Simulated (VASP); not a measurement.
Write the native input for VASP 6.6.1 that does the following.

```yaml
Task: single point
Functional: r2SCAN
Potentials_or_basis: VASP PAW PBE potentials, release 64 (Au)
Cutoff: 520 eV
k_mesh: 18 × 18 × 10
Occupations: gaussian, width 0.15 eV
Spin: no spin polarisation
Dipole_correction: no
Further_INCAR_settings: ALGO = Normal; EDIFF = 1e-06; NBANDS = 18
```

The system is Au.

```
CELL_PARAMETERS angstrom
2.81300 0.00000 0.00000
-1.40650 2.43613 0.00000
0.00000 0.00000 4.73360
ATOMIC_POSITIONS crystal
Au 0.33333 0.66667 0.75000
Au 0.66667 0.33333 0.25000
```

This cell differs from its parent crystal: strain -0.030 along x and y, -0.030 along z.

These files were run (other wordings do the same):

POSCAR

```
Au
1.0
    2.8129984581      0.0000000000      0.0000000000
   -1.4064992291      2.4361281255      0.0000000000
    0.0000000000      0.0000000000      4.7336000000
Au
2
Direct
    0.3333333333      0.6666666667      0.7500000000
    0.6666666667      0.3333333333      0.2500000000
```

INCAR.step1

```
PREC = Accurate
ENCUT = 520
ISMEAR = 0
SIGMA = 0.15
LREAL = False
LASPH = True
NELM = 60
NBANDS = 18
GGA = PE
ALGO = Normal
EDIFF = 1E-4
LWAVE = True
LCHARG = False
```

INCAR.step2

```
PREC = Accurate
ENCUT = 520
EDIFF = 1E-6
ISMEAR = 0
SIGMA = 0.15
LREAL = False
LASPH = True
NELM = 60
ALGO = Normal
ISIF = 2
LWAVE = False
LCHARG = False
METAGGA = R2SCAN
LMIXTAU = True
NBANDS = 18
ISTART = 1
```

KPOINTS

```
Automatic mesh
0
Gamma
  18 18 10
```

Potentials or basis: VASP PAW PBE potentials, release 64 (Au).

Launch:

```console
$ cat potpaw_PBE.64/Au/POTCAR > POTCAR
$ cp INCAR.step1 INCAR
$ mpirun -np 1 vasp_std > vasp.out
$ cp INCAR.step2 INCAR
$ mpirun -np 1 vasp_std > vasp.out
```

Results of the run:

```
Pressure               : 15.9 GPa
Band gap on the k mesh : zero (bands 11 and 12 overlap by 7.79 eV)
```

Caveat: the cell differs from its parent crystal (strain -0.030 along x and y, -0.030 along z); the cell stands under pressure; the PAW data sets were made with another functional, which shifts forces and pressure a little; spin-orbit coupling is left out, which moves the levels of the heavy elements.

It took 5.6 min on 1 thread of AMD EPYC 9R45 96-Core Processor (Zen 5), on a shared host, peak memory 0.21 GiB.
